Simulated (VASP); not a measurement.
A run of VASP 6.6.1:

INCAR

```
PREC = Accurate ; ENCUT = 520
EDIFF = 1E-7 ; ISMEAR = 0
SIGMA = 0.15 ; LREAL = F
LASPH = T ; NELM = 80
ALGO = Fast ; ISIF = 2
LWAVE = F ; LCHARG = F
GGA = PS ; NBANDS = 16
```

File KPOINTS:

```
regular mesh
0
Gamma
  18 18 12
```

POSCAR

```
Ir
1.0
    2.7513778946      0.0206353342      0.0000000000
   -1.3578182236      2.3724454850      0.0000000000
    0.0000000000      0.0000000000      4.4622900000
Ir
2
Direct
    0.6666666667      0.3333333333      0.7500000000
    0.3333333333      0.6666666667      0.2500000000
```

Potentials or basis: VASP PAW PBE potentials, release 64 (Ir).

The run is started by

```sh
$ cat potpaw_PBE.64/Ir/POTCAR > POTCAR
$ mpirun -np 1 vasp_std > vasp.out
```

Hardware: 1 thread of Intel Xeon 8259CL, on a shared host.

Question: How long does it take, and how much memory?

Answer: It took 15 min on 1 thread of Intel Xeon 8259CL, on a shared host, peak memory 0.53 GiB. Counts: scf iterations 19, k points 1148.
